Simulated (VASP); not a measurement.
Wanted: the native input for a VASP 6.6.1 run.

```
Task                   : single point
Functional             : PBE
Potentials or basis    : VASP PAW PBE potentials, release 64 (Co, Pd, O)
Cutoff                 : 520 eV
k mesh                 : 12 × 12 × 2
Occupations            : gaussian, width 0.1 eV
Spin                   : no spin polarisation
Hubbard terms          : Co d U = 3.32 eV
Dipole correction      : no
Further INCAR settings : ALGO = Normal; EDIFF = 1e-06; NBANDS = 58
```

The structure of CoPdO2 lies in POSCAR:

```
CoPdO2
1.0
    2.7515237444      0.0000000000      0.0000000000
   -1.3757618722      2.3828894618      0.0000000000
    0.0000000000      0.0000000000     18.1842370059
Co Pd O
3 3 6
Direct
    0.6666666667      0.3333333333      0.8333333333
    0.3333333333      0.6666666667      0.1666666667
    0.0000000000      0.0000000000      0.5000000000
    0.0000000000      0.0000000000      0.0000000000
    0.6666666667      0.3333333333      0.3333333333
    0.3333333333      0.6666666667      0.6666666667
    0.3333333333      0.6666666667      0.7772580278
    0.0000000000      0.0000000000      0.8894086388
    0.0000000000      0.0000000000      0.1105913612
    0.6666666667      0.3333333333      0.2227419722
    0.6666666667      0.3333333333      0.4439246945
    0.3333333333      0.6666666667      0.5560753055
```

This cell differs from its parent crystal: biaxial strain in the a-b plane: -4.0 %, then relaxed in part.

These files were run (other wordings do the same):

INCAR

```
SYSTEM = CoPdO2
ALGO     = Normal         ! electronic algorithm
EDIFF    = 1E-6           ! SCF threshold, eV
ENCUT    = 520            ! plane-wave cutoff, eV
GGA      = PE             ! functional
ISIF     = 2              ! what is computed and relaxed
ISMEAR   = 0              ! smearing method
LASPH    = .True.         ! aspherical terms in the spheres
LCHARG   = .False.        ! write CHGCAR
LDAU     = .True.         ! DFT+U
LDAUJ    = 0 0 0        
LDAUL    = 2 -1 -1        ! shell
LDAUPRINT= 1            
LDAUTYPE = 2            
LDAUU    = 3.32 0 0       ! U, eV
LMAXMIX  = 4              ! l up to which the mixer works
LREAL    = .False.        ! projectors in reciprocal space
LWAVE    = .False.        ! write WAVECAR
NBANDS   = 58             ! bands
NELM     = 150            ! most SCF steps
PREC     = Accurate       ! precision mode
SIGMA    = 0.1            ! smearing width, eV
```

KPOINTS

```
k-points
0
Gamma
  12 12 2
  0 0 0
```

Potentials or basis: VASP PAW PBE potentials, release 64 (Co, Pd, O).

Command:

```sh
$ cat potpaw_PBE.64/Co/POTCAR potpaw_PBE.64/Pd/POTCAR potpaw_PBE.64/O/POTCAR > POTCAR
$ mpirun -np 1 vasp_std > vasp.out
```

Results of the run:

The pressure is 9.7 GPa and the largest force is 0.107 eV/Å. The band gap on the k mesh is zero (an odd number of electrons rules out a gap without spin polarisation).

Caveat: the cell differs from its parent crystal (biaxial strain in the a-b plane: -4.0 %, then relaxed in part); the stress differs along the axes, from -1 to 15 GPa; an odd number of electrons without spin polarisation forces a metal; a magnetic or distorted state may lie lower; the run has no spin polarisation, though such a crystal can be magnetic; U without spin polarisation on a metal has little footing.

It took 7.2 min on 1 thread of Intel(R) Xeon(R) Platinum 8259CL CPU @ 2.50GHz (Skylake/Cascade Lake), on a shared host, peak memory 0.36 GiB.
